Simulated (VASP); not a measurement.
# CdH2O2 (P3m1) in VASP: single point with PBEsol

Aim: the single point of CdH2O2 with PBEsol.

Everything below comes from runs of VASP 6.6.1. Logs are shortened: lines on timing, memory, paths and dates and some standing lists are left out, and cuts for length are marked.

### 1 The cell of the first run

It takes space group P3m1 (No. 156, trigonal). The conventional cell has a = 3.840 Å, b = 3.840 Å, c = 4.441 Å, α = 90.00°, β = 90.00°, γ = 120.00°. Within 3.0 Å of Cd (site symmetry 3m) lie 6 H at 2.22 to 2.97 Å and 6 O at 2.39 to 2.43 Å. H (site symmetry 3m) has 1 O at 0.99 Å within 1.3 Å. H (site symmetry 3m) has 1 O at 0.98 Å within 1.3 Å. Within 1.3 Å of O (site symmetry 3m) lie 1 H at 0.99 Å. Within 1.3 Å of O (site symmetry 3m) lie 1 H at 0.98 Å.

### 2 Single point, PBEsol

File INCAR:

```
PREC = Accurate
ENCUT = 700
EDIFF = 1E-6
ISMEAR = -1
SIGMA = 0.02
LREAL = False
LASPH = True
NELM = 120
ALGO = Normal
ISIF = 2
LWAVE = False
LCHARG = False
GGA = PS
NBANDS = 25
GGA_COMPAT = False
```

File KPOINTS:

```
regular mesh
0
Gamma
  7 7 5
```

File POSCAR:

```
CdH2O2
1.0
    3.8398220000      0.0000000000      0.0000000000
   -1.9199110000      3.3253833980      0.0000000000
    0.0000000000      0.0000000000      4.4413930000
Cd H O
1 2 2
Direct
    0.3333330000      0.6666670000      0.9873000000
    0.0000000000      0.0000000000      0.0080770000
    0.6666670000      0.3333330000      0.4318850000
    0.0000000000      0.0000000000      0.7861940000
    0.6666670000      0.3333330000      0.2118940000
```

Potentials or basis: VASP PAW PBE potentials, release 64 (Cd_sv_GW, H, O).

On the command line:

```console
cat potpaw_PBE.64/Cd_sv_GW/POTCAR potpaw_PBE.64/H/POTCAR potpaw_PBE.64/O/POTCAR > POTCAR
mpirun -np 1 vasp_std > vasp.out
```

OUTCAR:

```text
PREC = Accurate
   ENCUT = 700
   EDIFF = 1E-6
   ISMEAR = -1
   LREAL = False
   LASPH = True
   NELM = 120
   ISIF = 2
   GGA = PS

 ion  position               nearest neighbor table
   1  0.333  0.667  0.987-
   2  0.000  0.000  0.008-   4 0.99
   3  0.667  0.333  0.432-   5 0.98
   4  0.000  0.000  0.786-   2 0.99
   5  0.667  0.333  0.212-   3 0.98

  LATTYP: Found a hexagonal cell.
 ALAT       =     3.8398220000
 C/A-ratio  =     1.1566663767

  Lattice vectors:

 A1 = (   3.8398220000,   0.0000000000,   0.0000000000)
 A2 = (  -1.9199110000,   3.3253833980,   0.0000000000)
 A3 = (   0.0000000000,   0.0000000000,   4.4413930000)

Analysis of symmetry for initial positions (statically):
=====================================================================
 Subroutine PRICEL returns:
 Original cell was already a primitive cell.

 Routine SETGRP: Setting up the symmetry group for a
 hexagonal supercell.

 Subroutine GETGRP returns: Found  6 space group operations
 (whereof  6 operations were pure point group operations)
 out of a pool of 24 trial point group operations.

The static configuration has the point symmetry C_3v.

Analysis of symmetry for dynamics (positions and initial velocities):
=====================================================================
 Subroutine PRICEL returns:
 Original cell was already a primitive cell.

 Routine SETGRP: Setting up the symmetry group for a
 hexagonal supercell.

 Subroutine GETGRP returns: Found  6 space group operations
 (whereof  6 operations were pure point group operations)
 out of a pool of 24 trial point group operations.

The dynamic configuration has the point symmetry C_3v.

 Subroutine INISYM returns: Found  6 space group operations
 (whereof  6 operations are pure point group operations),
 and found     1 'primitive' translations

----------------------------------------------------------------------------------------

                                     Primitive cell

  volume of cell :      56.7116

  direct lattice vectors                    reciprocal lattice vectors
     3.839822000  0.000000000  0.000000000     0.260428739  0.150358602  0.000000000
    -1.919911000  3.325383398  0.000000000     0.000000000  0.300717205  0.000000000
     0.000000000  0.000000000  4.441393000     0.000000000  0.000000000  0.225154586

  length of vectors
     3.839822000  3.839822000  4.441393000     0.300717205  0.300717205  0.225154586

  position of ions in fractional coordinates (direct lattice)
     0.333333000  0.666667000  0.987300000
     0.000000000  0.000000000  0.008077000
     0.666667000  0.333333000  0.431885000
     0.000000000  0.000000000  0.786194000
     0.666667000  0.333333000  0.211894000

  ion indices of the primitive-cell ions
   primitive index   ion index
                 1           1
                 2           2
                 3           3
                 4           4
                 5           5

----------------------------------------------------------------------------------------

 KPOINTS: regular mesh

Automatic generation of k-mesh.
 Grid dimensions read from file:
 generate k-points for:    7    7    5

 Generating k-lattice:

  Cartesian coordinates                     Fractional coordinates (reciprocal lattice)
     0.037204106  0.021479800  0.000000000     0.142857143  0.000000000  0.000000000
     0.000000000  0.042959601  0.000000000     0.000000000  0.142857143  0.000000000
     0.000000000  0.000000000  0.045030917     0.000000000  0.000000000  0.200000000

  Length of vectors
     0.042959601  0.042959601  0.045030917

  Shift w.r.t. Gamma in fractional coordinates (k-lattice)
     0.000000000  0.000000000  0.000000000

 Subroutine IBZKPT returns following result:
 ===========================================

 Found     32 irreducible k-points:

 Following reciprocal coordinates:
            Coordinates               Weight
  0.000000  0.000000  0.000000      1.000000
  0.142857  0.000000  0.000000      6.000000
  0.285714 -0.000000  0.000000      6.000000
  0.428571 -0.000000  0.000000      6.000000
  0.142857  0.142857  0.000000      6.000000
  0.285714  0.142857  0.000000     12.000000
[... 16 lines left out ...]
  0.000000  0.142857  0.400000      6.000000
  0.285714 -0.000000  0.400000      6.000000
 [... further k-points ...]
   k-points           NKPTS =     32   k-points in BZ     NKDIM =     32   number of bands    NBANDS=     25
   number of dos      NEDOS =    301   number of ions     NIONS =      5
   total plane-waves  NPLWV =  51840
   dimension x,y,z NGX =    36 NGY =   36 NGZ =   40
   dimension x,y,z NGXF=    72 NGYF=   72 NGZF=   80
   ions per type =               1   2   2
   NGX,Y,Z   is equivalent  to a cutoff of  15.59, 15.59, 14.97 a.u.
   NGXF,Y,Z  is equivalent  to a cutoff of  31.17, 31.17, 29.94 a.u.
 SYSTEM =  unknown system
   PREC   = accura    normal or accurate (medium, high low for compatibility)
   ISTART =      0    job   : 0-new  1-cont  2-samecut
   ICHARG =      2    charge: 1-file 2-atom 10-const
   ISPIN  =      1    spin polarized calculation?
   LNONCOLLINEAR =      F non collinear calculations
   LSORBIT =      F    spin-orbit coupling
   LASPH  =      T    aspherical Exc in radial PAW
   ENCUT  =  700.0 eV  51.45 Ry    7.17 a.u.   8.28  8.28  9.58*2*pi/ulx,y,z
   NELM   =    120;   NELMIN=  2; NELMDL= -5     # of ELM steps
   EDIFF  = 0.1E-05   stopping-criterion for ELM
   LREAL  =      F    real-space projection
   EDIFFG = 0.1E-04   stopping-criterion for IOM
   NSW    =      0    number of steps for IOM
   IBRION =     -1    ionic relax: 0-MD 1-quasi-New 2-CG
   NFREE  =      0    steps in history (QN), initial steepest desc. (CG)
   ISIF   =      2    stress and relaxation
   ISYM   =      2    0-nonsym 1-usesym 2-fastsym
   POTIM  = 0.5000    time-step for ionic-motion
   TEBEG  =    0.0;   TEEND  =   0.0 temperature during run
   PSTRESS=    0.0 pullay stress
   NELECT =      34.0000    total number of electrons
   NUPDOWN=      -1.0000    fix difference up-down
   EMIN   =  10.00;   EMAX   =-10.00  energy-range for DOS
   EFERMI =   0.00;   METHOD = LEGACY
   ISMEAR =    -1;   SIGMA  =   0.02  broadening in eV -4-tet -1-fermi 0-gaus
   EFERMI_NEDOS =   21; number of points for ismear=-14 and -15
   IALGO  =     38    algorithm
   IMIX   =      4    mixing-type and parameters
     AMIX     =   0.40;   BMIX     =  1.00
     AMIX_MAG =   1.60;   BMIX_MAG =  1.00
  volume/ion in A,a.u.               =      11.34        76.54
  Fermi-wavevector in a.u.,A,eV,Ry     =   1.380418  2.608611 25.926616  1.905553
  Thomas-Fermi vector in A             =   2.505296
   LORBIT       =      0    0 simple, 1 ext, 2 COOP (PROOUT), +10 PAW based schemes
   GGA     = PS    functional components
   LHFCALC =     F    Hartree Fock is set to
   AEXX    =    0.0000 exact exchange contribution
   IVDW    =     0    specifies the selected vdW correction
   LEPSILON=     F    determine dielectric tensor
   LRPA    =     F    only Hartree local field effects (RPA)
 non-spin polarized calculation
  energy-cutoff  :      700.00
  volume of cell :       56.71
 maximum number of plane-waves:      2401
 NGX is ok and might be reduce to    36
   NGX = 17   NGY = 17   NGZ = 19

 number of electron      34.0000002 magnetization

 Free energy of the ion-electron system (eV)
  ---------------------------------------------------
  ext. energy  EPLUGINS =         0.00000000
  ---------------------------------------------------
  free energy    TOTEN  =       -22.63046272 eV

  energy without entropy =      -22.63046272  energy(sigma->0) =      -22.63046272

 E-fermi :   1.0601     XC(G=0):  -9.5541

 val. band max:        0.3643255371   @ k =   0.4286  -0.0000   0.0000
 cond. band min:       1.5053458664   @ k =   0.0000   0.0000   0.0000
 fundamental gap:      1.1410203294
 Fermi energy:         1.0601019664

 k-point     1 :       0.0000    0.0000    0.0000
  band No.  band energies     occupation
      1     -99.7530      2.00000
      2     -60.9166      2.00000
      3     -60.8370      2.00000
      4     -60.8370      2.00000
      5     -17.8567      2.00000
      6     -16.8065      2.00000
[... 17 lines left out ...]
     24      14.3967      0.00000
     25      16.3870      0.00000

 k-point     2 :       0.1429    0.0000    0.0000
  band No.  band energies     occupation
      1     -99.7530      2.00000
      2     -60.9165      2.00000
      3     -60.8374      2.00000
      4     -60.8371      2.00000
      5     -17.7988      2.00000
      6     -16.8434      2.00000
[... 17 lines left out ...]
     24      14.0613      0.00000
     25      16.5083      0.00000

 k-point     3 :       0.2857   -0.0000    0.0000
  band No.  band energies     occupation
      1     -99.7530      2.00000
      2     -60.9165      2.00000
      3     -60.8381      2.00000
      4     -60.8373      2.00000
      5     -17.6573      2.00000
      6     -16.9343      2.00000
[... 17 lines left out ...]
     24      14.2470      0.00000
     25      15.4258      0.00000

 k-point     4 :       0.4286   -0.0000    0.0000
  band No.  band energies     occupation
      1     -99.7530      2.00000
      2     -60.9164      2.00000
      3     -60.8386      2.00000
      4     -60.8374      2.00000
      5     -17.5229      2.00000
      6     -17.0246      2.00000
[... 17 lines left out ...]
     24      13.6960      0.00000
     25      14.8510      0.00000
[... 477 lines left out ...]
 k-point    22 :       0.1429    0.0000    0.4000
  band No.  band energies     occupation
      1     -99.7530      2.00000
      2     -60.9166      2.00000
      3     -60.8373      2.00000
      4     -60.8371      2.00000
      5     -17.6826      2.00000
      6     -16.9635      2.00000
[... 17 lines left out ...]
     24      14.6650      0.00000
     25      14.8007      0.00000

 k-point    23 :       0.0000    0.1429    0.4000
  band No.  band energies     occupation
      1     -99.7530      2.00000
      2     -60.9166      2.00000
      3     -60.8373      2.00000
      4     -60.8371      2.00000
      5     -17.6832      2.00000
      6     -16.9626      2.00000
[... 17 lines left out ...]
     24      14.6497      0.00000
     25      14.8036      0.00000

 k-point    24 :       0.2857   -0.0000    0.4000
  band No.  band energies     occupation
      1     -99.7530      2.00000
      2     -60.9165      2.00000
      3     -60.8381      2.00000
      4     -60.8373      2.00000
      5     -17.5747      2.00000
      6     -17.0064      2.00000
[... 17 lines left out ...]
     24      14.0658      0.00000
     25      14.5962      0.00000

 [... further k-points ...]

------------------------ aborting loop because EDIFF is reached ----------------------------------------

  FORCE on cell =-STRESS in cart. coord.  units (eV):
  Direction    XX          YY          ZZ          XY          YZ          ZX
  --------------------------------------------------------------------------------------
  -------------------------------------------------------------------------------------
  Total       -2.0084297     -2.0084297     -0.5499763      0.0000000     -0.0000000      0.0000000
  in kB      -56.7407663    -56.7407663    -15.5375487      0.0000000     -0.0000000      0.0000000
  external PRESSURE =     -43.0063605 kB  Pullay stress =       0.0000000 kB

 VOLUME and BASIS-vectors are now :
 -----------------------------------------------------------------------------
  energy-cutoff  :      700.00
  volume of cell :       56.71
      direct lattice vectors                 reciprocal lattice vectors
     3.839822000  0.000000000  0.000000000     0.260428739  0.150358602  0.000000000
    -1.919911000  3.325383398  0.000000000     0.000000000  0.300717205  0.000000000
     0.000000000  0.000000000  4.441393000     0.000000000  0.000000000  0.225154586

 POSITION                                       TOTAL-FORCE (eV/Angst)
 -----------------------------------------------------------------------------------
     -0.00000      2.21692      4.38499        -0.000000      0.000000     -0.045025
      0.00000      0.00000      0.03587         0.000000     -0.000000      0.277913
      1.91991      1.10846      1.91817         0.000000     -0.000000      0.160225
      0.00000      0.00000      3.49180         0.000000     -0.000000      0.166548
      1.91991      1.10846      0.94110         0.000000     -0.000000     -0.559660
 -----------------------------------------------------------------------------------
    total drift:                                0.007116     -0.004108     -0.000813

  FREE ENERGIE OF THE ION-ELECTRON SYSTEM (eV)
  ---------------------------------------------------
  free  energy   TOTEN  =       -22.6304627240 eV

  energy  without entropy=      -22.6304627240  energy(sigma->0) =      -22.63046272
```

It took 47 s on 1 thread of Intel Xeon Platinum 8559C (Emerald Rapids), shared host; peak memory 0.27 GiB.

Results:

| Property | Result |
| --- | --- |
| Free energy | -22.6305 eV |
| Pressure | -4.3 GPa |
| Largest force | 0.560 eV/Å |
| Band gap on the k mesh | 1.14 eV (least direct gap 1.66 eV) |

Forces in eV/Å, atoms in the order of the input:
```
Cd   0.000  0.000 -0.045
H    0.000  0.000  0.278
H    0.000  0.000  0.160
O    0.000  0.000  0.167
O    0.000  0.000 -0.560
```

Levels at points of the mesh, in eV from the valence-band top:
| k point | band 15 | band 16 | band 17 | band 18 | band 19 | band 20 |
| --- | --- | --- | --- | --- | --- | --- |
| (0.00, 0.00, 0.00) | -0.94 | -0.52 | -0.52 | 1.14 | 6.09 | 10.00 |

Caveat: the cell stands under tension; the PAW data sets were made with another functional, which shifts forces and pressure a little. A k mesh can miss the band edges.
